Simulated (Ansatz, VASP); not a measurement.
**One calculation of NbCd3, two programs**

```
Nb Cd
1.0
     4.21500    0.00000    0.00000
     0.00000    4.21500    0.00000
     0.00000    0.00000    4.21500
Nb Cd
1 3
Direct
  0.00000 0.00000 0.00000
  0.00000 0.50000 0.50000
  0.50000 0.00000 0.50000
  0.50000 0.50000 0.00000
```

Alike in both runs: task single point; functional r2SCAN; k mesh 6 × 6 × 6; occupations gaussian, width 0.1 eV; no spin polarisation.

|  | VASP | Ansatz |
| --- | --- | --- |
| version | VASP 6.6.1 | Ansatz 0.2.0 |
| potentials or method | VASP PAW PBE potentials, release 64 (Nb_sv, Cd), cutoff 520 eV | scalar-relativistic, plane waves, PAW |
| valence electrons in the cell | 49 | 73 |

|  | VASP | Ansatz | Ansatz less VASP |
| --- | --- | --- | --- |
| gap on the k mesh at the Fermi level (eV) | none | none | - |
| pressure (GPa) | 5.4 | 4.7 | -0.67 |

VASP's potentials were made for PBE, not for r2SCAN. A gap of «none» marks a metal or a gap that the smearing closes. VASP's potentials hold 49 valence electrons a cell and Ansatz's 73, so a difference there can come from the potentials and not from the codes.
